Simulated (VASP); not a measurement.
Input of a VASP 6.6.1 run:

Contents of POSCAR:

```
Si
1.0
   -3.3710039828      3.3710039828      1.8707740636
    3.3710039828     -3.3710039828      1.8707740636
    3.3710039828      3.3710039828     -1.8707740636
Si
4
Direct
    0.1788010600      0.1788010600      0.3576021200
    0.8211989400      0.8211989400      0.6423978800
    0.1788010600      0.8211989400      0.0000000000
    0.8211989400      0.1788010600      0.0000000000
```

File INCAR.step1:

```
ALGO     = Normal         # electronic algorithm
EDIFF    = 1E-4           # SCF threshold, eV
ENCUT    = 520            # plane-wave cutoff, eV
GGA      = PE             # functional
ISMEAR   = 0              # smearing method
LASPH    = True           # aspherical terms in the spheres
LCHARG   = False          # write CHGCAR
LREAL    = False          # projectors in reciprocal space
LWAVE    = True           # write WAVECAR
NBANDS   = 16             # bands
NELM     = 100            # most SCF steps
PREC     = Accurate       # precision mode
SIGMA    = 0.03           # smearing width, eV
```

File INCAR.step2:

```
ALGO     = Normal         # electronic algorithm
EDIFF    = 1E-7           # SCF threshold, eV
ENCUT    = 520            # plane-wave cutoff, eV
ISIF     = 2              # what is computed and relaxed
ISMEAR   = 0              # smearing method
ISTART   = 1            
LASPH    = True           # aspherical terms in the spheres
LCHARG   = False          # write CHGCAR
LMIXTAU  = True         
LREAL    = False          # projectors in reciprocal space
LWAVE    = False          # write WAVECAR
METAGGA  = R2SCAN         # meta-GGA
NBANDS   = 16             # bands
NELM     = 100            # most SCF steps
PREC     = Accurate       # precision mode
SIGMA    = 0.03           # smearing width, eV
```

File KPOINTS:

```
k-points
0
Gamma
  12 12 12
```

Potentials or basis: VASP PAW PBE potentials, release 64 (Si).

Launch:

```sh
$ cat potpaw_PBE.64/Si/POTCAR > POTCAR
$ cp INCAR.step1 INCAR
$ mpirun -np 1 vasp_std > vasp.out
$ cp INCAR.step2 INCAR
$ mpirun -np 1 vasp_std > vasp.out
```

What does it give for the band gap on the k mesh?

0.44 eV, indirect (least direct gap 1.12 eV).

Predict the largest force.

0.436 eV/Å.

Forces on the atoms (eV/Å):
```
Si  -0.309 -0.309  0.000
Si   0.309  0.309  0.000
Si   0.309 -0.309  0.000
Si  -0.309  0.309  0.000
```

Caveat: the PAW data sets were made with another functional, which shifts forces and pressure a little. A k mesh can miss the band edges.
